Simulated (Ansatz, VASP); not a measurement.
InSe in VASP and in Ansatz

```
Se In
1.0
     4.02661    0.00000    0.00000
    -2.01331    3.48715    0.00000
     0.00000    0.00000   28.27071
Se In
4 4
Direct
  0.00000 0.00000 0.15918
  0.00000 0.00000 0.34967
  0.66667 0.33333 0.48090
  0.66667 0.33333 0.67139
  0.66667 0.33333 0.20500
  0.66667 0.33333 0.30385
  0.00000 0.00000 0.52672
  0.00000 0.00000 0.62557
```

Alike in both runs: task single point; functional PBE; dispersion D3(BJ); k mesh 9 × 9 × 1; occupations gaussian, width 0.05 eV; no spin polarisation.

```csv
,VASP,Ansatz
version,VASP 6.6.1,Ansatz 0.2.0
potentials or method,"VASP PAW PBE potentials, release 64 (Se, In_d), cutoff 520 eV","scalar-relativistic, plane waves, PAW"
valence electrons in the cell,76,116
```

Ansatz gave:

```
gap on the k mesh at the Fermi level (eV) : 1.29
least direct gap on the mesh (eV)         : 1.33
rms of the force components (eV/Å)        : 0.023
```

Problem. What did VASP give for the same quantities?

Solution. gap on the k mesh at the Fermi level (eV): 1.28; least direct gap on the mesh (eV): 1.32; rms of the force components (eV/Å): 0.026.

VASP's potentials hold 76 valence electrons a cell and Ansatz's 116, so a difference there can come from the potentials and not from the codes.
